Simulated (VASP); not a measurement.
Input of a VASP 6.6.1 run:

The input INCAR:

```
PREC     = Accurate       # precision mode
ENCUT    = 520            # plane-wave cutoff, eV
EDIFF    = 1E-6           # SCF threshold, eV
ISMEAR   = -1             # smearing method
SIGMA    = 0.03           # smearing width, eV
LREAL    = F              # projectors in reciprocal space
LASPH    = T              # aspherical terms in the spheres
NELM     = 150            # most SCF steps
ALGO     = Normal         # electronic algorithm
ISIF     = 2              # what is computed and relaxed
LWAVE    = F              # write WAVECAR
LCHARG   = F              # write CHGCAR
ISPIN    = 2              # spin polarisation
MAGMOM   = 0 2 0 0        # initial moments
LORBIT   = 11             # projections on sites
LMAXMIX  = 4              # l up to which the mixer works
GGA      = CA             # functional
NBANDS   = 28             # bands
```

File KPOINTS:

```
regular mesh
0
Gamma
  11 11 11
```

File POSCAR:

```
NaVS2
1.0
    1.7625702752      1.0176204228      6.3291594297
   -1.7625702752      1.0176204228      6.3291594297
    0.0000000000     -2.0352408457      6.3291594297
Na V S
1 1 2
Direct
    0.5000000000      0.5000000000      0.5000000000
    0.0000000000      0.0000000000      0.0000000000
    0.2643788700      0.2643788700      0.2643788700
    0.7356211300      0.7356211300      0.7356211300
```

Potentials or basis: VASP PAW LDA potentials, release 64 (Na_pv, V_sv, S).

Run with:

```bash
$ cat potpaw_LDA.64/Na_pv/POTCAR potpaw_LDA.64/V_sv/POTCAR potpaw_LDA.64/S/POTCAR > POTCAR
$ mpirun -np 1 vasp_std > vasp.out
```

Question: Predict the net moment.

Answer: 0.60 μB per cell.

Question: Estimate the site moments.

Answer: Na +0.00; V +0.55; S -0.01 μB.

Question: What does it give for the largest force?

Answer: 0.093 eV/Å.

Stress tensor (GPa, compression positive):
```
-7.51  0.00  0.00
 0.00 -7.51  0.00
 0.00  0.00 -0.65
```
